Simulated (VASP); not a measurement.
Bi, 1 atom in the cell. It takes space group Im-3m (No. 229, cubic). Conventional cell: a = 3.996 Å, b = 3.996 Å, c = 3.996 Å, α = 90.00°, β = 90.00°, γ = 90.00°. Within 4.5 Å of Bi (site symmetry m-3m) lie 14 Bi at 3.46 to 4.00 Å. 

- Program: VASP 6.6.1
- Task: relaxation of cell and atoms
- Functional: PBE
- Potentials or basis: VASP PAW PBE potentials, release 64 (Bi_d)
- Cutoff: 600 eV
- k mesh: 14 × 14 × 14
- Occupations: fermi-dirac, width 0.05 eV
- Spin: no spin polarisation
- Target pressure: -0.57 GPa
- Dipole correction: no
- Further INCAR settings: ALGO = Normal; EDIFF = 1e-06; IBRION = 2; EDIFFG = -0.005; NSW = 32; ISIF = 3

Potentials or basis: VASP PAW PBE potentials, release 64 (Bi_d).

Command:

```bash
$ cat potpaw_PBE.64/Bi_d/POTCAR > POTCAR
$ mpirun -np 1 vasp_std > vasp.out
```

Hardware: 1 thread of Intel Xeon 6975P-C (shared host).

**Question.** Estimate the wall time of this run.

**Answer.** It took 16 s on 1 thread of Intel Xeon 6975P-C (shared host), peak memory 0.19 GiB. Counts: scf iterations 10, k points 104, ion steps 1.
